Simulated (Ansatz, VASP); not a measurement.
## I: VASP beside Ansatz

INCAR

```
SYSTEM = I
PREC = Accurate
ENCUT = 400
EDIFF = 1E-6
ISMEAR = 0
SIGMA = 0.05
LREAL = .False.
LASPH = .True.
NELM = 120
ALGO = Normal
ISIF = 2
LWAVE = .False.
LCHARG = .False.
LDIPOL = .True.
IDIPOL = 3
DIPOL = 0.5 0.5 0.674
GGA = PE
IVDW = 12
NBANDS = 14
GGA_COMPAT = .False.
NELMDL = -8
```

File KPOINTS:

```
regular mesh
0
Gamma
  2 2 1
  0 0 0
```

The input POSCAR:

```
I
1.0
    8.0267120225      0.0000000000      0.0000000000
   -4.0133560112      6.9513365203      0.0000000000
    0.0000000000      0.0000000000     22.0961143265
I
2
Direct
    0.3435534657      0.6557040349      0.6742394303
    0.8445021902      1.1546300809      0.6742171051
```

Input for Ansatz:

```yaml
crystal:
  lattice:
    - [8.0267120225, 0.0, 0.0]
    - [-4.0133560112, 6.9513365203, 0.0]
    - [0.0, 0.0, 22.0961143265]
  atoms:
    - { symbol: I, position: [0.3435534657, 0.6557040349, 0.6742394303] }
    - { symbol: I, position: [0.8445021902, 1.1546300809, 0.6742171051] }
basis:
  ecutwfc: 420
kpoints:
  mp_grid: { grid: [2, 2, 1] }
hamiltonian:
  xc: pbe
  dispersion: d3bj
scf:
  occupations: { method: gaussian, width: 0.05 }
output:
  forces: true
  eigenvalues: true
  write_density: true
  volumetric_format: npy
efield:
  axis: 3
  dipole_correction: true
  ramp_width: 0.04
```

Alike in both runs: task single point; functional PBE; dispersion D3(BJ); k mesh 2 × 2 × 1; occupations gaussian, width 0.05 eV; no spin polarisation.

|  | VASP | Ansatz |
| --- | --- | --- |
| version | VASP 6.6.1 | Ansatz 0.2.0 |
| potentials or method | VASP PAW PBE potentials, release 64 (I), cutoff 400 eV | scalar-relativistic, plane waves, PAW |
| valence electrons in the cell | 14 | 34 |

```csv
,VASP,Ansatz,Ansatz less VASP
gap on the k mesh at the Fermi level (eV),none,none,-
rms of the force components (eV/Å),0.005,0.005,0.0000
```

Atom by atom the forces differ by 0.000 eV/Å (rms over components). A gap of «none» marks a metal or a gap that the smearing closes. VASP's potentials hold 14 valence electrons a cell and Ansatz's 34, so a difference there can come from the potentials and not from the codes.

The k mesh is coarse, so the values compare programs but aren't converged. Neither program's run includes spin-orbit coupling.
